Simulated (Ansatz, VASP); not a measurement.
Two plane-wave programs on Be2H3

```
Be H
1.0
     4.88488   -0.63815    0.16592
    -2.73074    3.99890    0.36540
     0.73282    0.40581    2.87343
Be H
2 3
Direct
  0.73148 0.78389 0.87952
  0.20861 0.26082 0.14165
  0.60539 0.41205 0.96146
  0.34473 0.64254 0.05459
  0.10010 0.15233 0.69577
```

Alike in both runs: functional PBE; k mesh 6 × 6 × 6; occupations gaussian, width 0.1 eV; no spin polarisation.

Ansatz relaxed the structure, and its values are those at the end. VASP's run is a single point on that final structure, the one shown.

```csv
,VASP,Ansatz
version,VASP 6.6.1,Ansatz 0.2.0
potentials or method,"VASP PAW PBE potentials, release 64 (Be, H), cutoff 520 eV","scalar-relativistic, plane waves, PAW"
valence electrons in the cell,7,7
```

```csv
,VASP,Ansatz,Ansatz less VASP
gap on the k mesh at the Fermi level (eV),none,none,-
pressure (GPa),0.0,0.1,+0.05
rms of the force components (eV/Å),0.015,0.009,-0.0059
```

A gap of «none» marks a metal or a gap that the smearing closes.

The k mesh is coarse, so the values compare programs but aren't converged.
